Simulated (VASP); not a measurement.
Crystal: Os3N.

```
Os N
1.0
     3.58109    0.00000    0.00000
     0.00000    3.58109    0.00000
     0.00000    0.00000    3.58109
Os N
3 1
Direct
  0.00000 0.50000 0.50000
  0.50000 0.00000 0.50000
  0.50000 0.50000 0.00000
  0.00000 0.00000 0.00000
```

* Program: VASP 6.6.1
* Task: relaxation of cell and atoms
* Functional: PBE
* Potentials or basis: VASP PAW PBE potentials, release 64 (Os, N)
* Cutoff: 600 eV
* k mesh: 6 × 6 × 6
* Occupations: gaussian, width 0.1 eV
* Spin: no spin polarisation

At the start: pressure 68.4 GPa; volume 11.48 Å³/atom.

Q: Where does the relaxation end?

A: Over 5 steps the energy falls by 355.1 meV/atom and the volume is 13.41 Å³/atom (+16.8 %); space group Pm-3m (No. 221, to 0.05 Å).

The path:
| step | energy change (eV) | largest force (eV/Å) | pressure (GPa) | volume (Å³) |
| --- | --- | --- | --- | --- |
| 1 | 0.0000 | 0.0000 | 68.40 | 45.92 |
| 2 | 6.1944 | 0.0000 | -45.46 | 86.81 |
| 3 | -1.3629 | 0.0000 | -9.62 | 55.48 |
| 4 | -1.4178 | 0.0000 | -2.18 | 54.02 |
| 5 | -1.4205 | 0.0000 | 0.04 | 53.62 |

Final structure:
```xyz
4
Lattice="3.7709 0.0000 0.0000 0.0000 3.7709 0.0000 0.0000 0.0000 3.7709" Properties=species:S:1:pos:R:3 pbc="T T T"
Os    0.0000    1.8855    1.8855
Os    1.8855    0.0000    1.8855
Os    1.8855    1.8855    0.0000
N     0.0000    0.0000    0.0000
```

Caveat: the volume moved by over 15 % at a fixed basis, so the end points are rough.
